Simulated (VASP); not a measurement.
The system is TiOs2.

```
Ti Os
1.0
     0.00000    2.72092    2.72092
     2.72092    0.00000    2.72092
     2.72092    2.72092    0.00000
Ti Os
1 2
Direct
  0.00000 0.00000 0.00000
  0.25000 0.25000 0.25000
  0.75000 0.75000 0.75000
```

```yaml
Program: VASP 6.6.1
Task: relaxation of cell and atoms
Functional: PBE
Potentials_or_basis: VASP PAW PBE potentials, release 64 (Ti_sv, Os)
Cutoff: 600 eV
k_mesh: 6 × 6 × 6
Occupations: gaussian, width 0.1 eV
Spin: no spin polarisation
```

At the start: pressure 79.4 GPa; volume 13.43 Å³/atom.

Where does the relaxation end?

Over 5 steps the energy falls by 708.5 meV/atom and the volume is 16.95 Å³/atom (+26.3 %); space group Fm-3m (No. 225, to 0.05 Å).

The path:
| step | energy change (eV) | largest force (eV/Å) | pressure (GPa) | volume (Å³) |
| --- | --- | --- | --- | --- |
| 1 | 0.0000 | 0.0000 | 79.36 | 40.29 |
| 2 | 4.9712 | 0.0000 | -30.50 | 92.85 |
| 3 | -2.0349 | 0.0000 | -9.72 | 53.73 |
| 4 | -2.1178 | 0.0000 | -3.03 | 51.68 |
| 5 | -2.1254 | 0.0000 | 0.10 | 50.86 |

Final structure:
```
CELL_PARAMETERS angstrom
0.00000 2.94077 2.94077
2.94077 0.00000 2.94077
2.94077 2.94077 0.00000
ATOMIC_POSITIONS crystal
Ti 0.00000 0.00000 0.00000
Os 0.25000 0.25000 0.25000
Os 0.75000 0.75000 0.75000
```

Caveat: the volume moved by over 15 % at a fixed basis, so the end points are rough.
